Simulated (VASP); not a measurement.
Here is a VASP 6.6.1 calculation.

File POSCAR:

```
SiC
1.0
    3.0754668474      0.0000000000      0.0000000000
   -1.5377334237      2.6634324183      0.0000000000
    0.0000000000      0.0000000000      5.0485335429
Si C
2 2
Direct
    0.3333333333      0.6666666667     -0.0003996874
    0.6666666667      0.3333333333      0.4996003126
    0.3333333333      0.6666666667      0.3753996874
    0.6666666667      0.3333333333      0.8753996874
```

INCAR.step1

```
ALGO     = Normal         # electronic algorithm
EDIFF    = 1E-4           # SCF threshold, eV
ENCUT    = 520            # plane-wave cutoff, eV
GGA      = PE             # functional
ISMEAR   = 0              # smearing method
LASPH    = True           # aspherical terms in the spheres
LCHARG   = False          # write CHGCAR
LREAL    = False          # projectors in reciprocal space
LWAVE    = True           # write WAVECAR
NBANDS   = 16             # bands
NELM     = 100            # most SCF steps
PREC     = Accurate       # precision mode
SIGMA    = 0.02           # smearing width, eV
```

Contents of INCAR.step2:

```
ALGO     = Normal         # electronic algorithm
EDIFF    = 1E-6           # SCF threshold, eV
ENCUT    = 520            # plane-wave cutoff, eV
ISIF     = 2              # what is computed and relaxed
ISMEAR   = 0              # smearing method
ISTART   = 1            
LASPH    = True           # aspherical terms in the spheres
LCHARG   = False          # write CHGCAR
LMIXTAU  = True         
LREAL    = False          # projectors in reciprocal space
LWAVE    = False          # write WAVECAR
METAGGA  = R2SCAN         # meta-GGA
NBANDS   = 16             # bands
NELM     = 100            # most SCF steps
PREC     = Accurate       # precision mode
SIGMA    = 0.02           # smearing width, eV
```

KPOINTS

```
k-points
0
Gamma
  12 12 6
```

Potentials or basis: VASP PAW PBE potentials, release 64 (Si, C).

Command:

```bash
$ cat potpaw_PBE.64/Si/POTCAR potpaw_PBE.64/C/POTCAR > POTCAR
$ cp INCAR.step1 INCAR
$ mpirun -np 1 vasp_std > vasp.out
$ cp INCAR.step2 INCAR
$ mpirun -np 1 vasp_std > vasp.out
```

Q: Estimate the band gap on the k mesh.

A: 2.66 eV, indirect (least direct gap 4.48 eV).

Q: Predict the pressure.

A: -0.2 GPa.

Caveat: the PAW data sets were made with another functional, which shifts forces and pressure a little. A k mesh can miss the band edges.
